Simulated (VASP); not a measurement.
Wanted: the native input for a VASP 6.6.1 run.

- Task: single point
- Functional: PBE
- Potentials or basis: VASP PAW PBE potentials, release 64 (K_sv)
- Cutoff: 520 eV
- k mesh: 9 × 9 × 9
- Occupations: fermi-dirac, width 0.1 eV
- Spin: no spin polarisation
- Dipole correction: no
- Further INCAR settings: ALGO = Normal; EDIFF = 1e-06; NBANDS = 10

The structure of K lies in POSCAR:

```
K
1.0
   -2.6417142217      2.6417142217      2.6417142217
    2.6417142217     -2.6417142217      2.6417142217
    2.6417142217      2.6417142217     -2.6417142217
K
1
Direct
    0.0000000000      0.0000000000      0.0000000000
```

One way to write it, as run:

INCAR

```
PREC     = Accurate       # precision mode
ENCUT    = 520            # plane-wave cutoff, eV
EDIFF    = 1E-6           # SCF threshold, eV
ISMEAR   = -1             # smearing method
SIGMA    = 0.1            # smearing width, eV
LREAL    = F              # projectors in reciprocal space
LASPH    = T              # aspherical terms in the spheres
NELM     = 80             # most SCF steps
ALGO     = Normal         # electronic algorithm
ISIF     = 2              # what is computed and relaxed
LWAVE    = F              # write WAVECAR
LCHARG   = F              # write CHGCAR
GGA      = PE             # functional
NBANDS   = 10             # bands
```

KPOINTS

```
Automatic mesh
0
Gamma
  9 9 9
```

Potentials or basis: VASP PAW PBE potentials, release 64 (K_sv).

Command:

```console
$ cat potpaw_PBE.64/K_sv/POTCAR > POTCAR
$ mpirun -np 1 vasp_std > vasp.out
```

Results of the run:

```json
{
  "Pressure": "0.0 GPa"
}
```

Wall time 22 s on 1 thread of Intel Xeon 6975P-C, with other jobs on the host, peak memory 0.2 GiB.
